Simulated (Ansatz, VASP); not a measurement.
**One calculation of In4Sb3As, two programs**

The input INCAR:

```
PREC = Accurate ; ENCUT = 520
EDIFF = 1E-6 ; ISMEAR = -1
SIGMA = 0.02 ; LREAL = False
LASPH = True ; NELM = 60
ALGO = Normal ; ISIF = 2
LWAVE = False ; LCHARG = True
GGA = PE ; LELF = True
LVHAR = True ; NBANDS = 46
```

Contents of KPOINTS:

```
Automatic mesh
0
Gamma
  6 6 2
```

POSCAR

```
In4Sb3As
1.0
    4.5638345252      0.0000000000      0.0000000000
    0.0000000000      4.5638345252      0.0000000000
    0.0000000000      0.0000000000     12.8713213372
As In Sb
1 4 3
Direct
    0.0000000000      0.0000000000      0.0000000000
    0.0000000000      0.5000000000      0.8876518365
    0.5000000000      0.0000000000      0.6294370928
    0.0000000000      0.5000000000      0.3705629072
    0.5000000000      0.0000000000      0.1123481635
    0.5000000000      0.5000000000      0.7584818472
    0.0000000000      0.0000000000      0.5000000000
    0.5000000000      0.5000000000      0.2415181528
```

Input for Ansatz:

```yaml
crystal:
  lattice:
    - [4.5638345252, 0.0, 0.0]
    - [0.0, 4.5638345252, 0.0]
    - [0.0, 0.0, 12.8713213372]
  atoms:
    - { symbol: As, position: [0.0, 0.0, 0.0] }
    - { symbol: In, position: [0.0, 0.5, 0.8876518365] }
    - { symbol: Sb, position: [0.5, 0.5, 0.7584818472] }
    - { symbol: In, position: [0.5, 0.0, 0.6294370928] }
    - { symbol: Sb, position: [0.0, 0.0, 0.5] }
    - { symbol: In, position: [0.0, 0.5, 0.3705629072] }
    - { symbol: Sb, position: [0.5, 0.5, 0.2415181528] }
    - { symbol: In, position: [0.5, 0.0, 0.1123481635] }
kpoints:
  mp_grid: { grid: [6, 6, 2] }
  band_path:
    path:
      - [0.0, 0.0, 0.0]
      - [0.0, 0.5, 0.0]
      - [0.5, 0.5, 0.0]
      - [0.0, 0.0, 0.5]
      - [0.0, 0.5, 0.5]
      - [0.5, 0.5, 0.5]
    npoints: 1
hamiltonian:
  xc: pbe
scf:
  occupations: { method: fermi_dirac, width: 0.02 }
  n_extra_bands: 6
output:
  forces: true
  stress: true
  eigenvalues: true
```

Alike in both runs: task single point; functional PBE; k mesh 6 × 6 × 2; occupations fermi-dirac, width 0.02 eV; no spin polarisation.

|  | VASP | Ansatz |
| --- | --- | --- |
| version | VASP 6.6.1 | Ansatz 0.2.0 |
| potentials or method | VASP PAW PBE potentials, release 64 (As, In_d, Sb) | plane waves, PAW |
| plane-wave cutoff (eV) | 520 | 420 |
| valence electrons in the cell | 72 | 112 |

```csv
,VASP,Ansatz,Ansatz less VASP
pressure (GPa),1.5,1.5,+0.01
```

With one functional, cell and mesh, what is left measures potentials, basis and numerics. VASP's potentials hold 72 valence electrons a cell and Ansatz's 112, so a difference there can come from the potentials and not from the codes.

Neither program's run includes spin-orbit coupling.
